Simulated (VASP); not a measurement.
Write the native input for VASP 6.6.1 that does the following.

```
Task                   : single point
Functional             : PBE
Potentials or basis    : VASP PAW PBE potentials, release 64 (Ti_sv)
Cutoff                 : 520 eV
k mesh                 : 11 × 11 × 6
Occupations            : methfessel-paxton, width 0.2 eV
Spin                   : no spin polarisation
Dipole correction      : no
Further INCAR settings : ALGO = Normal; EDIFF = 1e-06; NBANDS = 19
```

The structure of Ti lies in POSCAR:

```
Ti
1.0
    2.9500000000      0.0000000000      0.0000000000
   -1.4750000000      2.5547700000      0.0000000000
    0.0000000000      0.0000000000      4.6800000000
Ti
2
Direct
    0.3333333333      0.6666666667      0.2500000000
    0.6666666667      0.3333333333      0.7500000000
```

These files were run (other wordings do the same):

INCAR

```
  PREC = Accurate
  ENCUT = 520
  EDIFF = 1E-6
  ISMEAR = 1
  SIGMA = 0.2
  LREAL = False
  LASPH = True
  NELM = 100
  ALGO = Normal
  ISIF = 2
  LWAVE = False
  LCHARG = True
  GGA = PE
  LELF = True
  LVHAR = True
  NBANDS = 19
```

KPOINTS

```
Automatic mesh
0
Gamma
  11 11 6
```

Potentials or basis: VASP PAW PBE potentials, release 64 (Ti_sv).

Run with:

```bash
$ cat potpaw_PBE.64/Ti_sv/POTCAR > POTCAR
$ mpirun -np 1 vasp_std > vasp.out
```

It gave:

```json
{
  "Pressure": "-1.8 GPa",
  "Band gap on the k mesh": "zero (bands 12 and 13 overlap by 1.01 eV)"
}
```

Wall time 55 s on 1 thread of Intel Xeon 8259CL (shared host), peak memory 0.17 GiB.
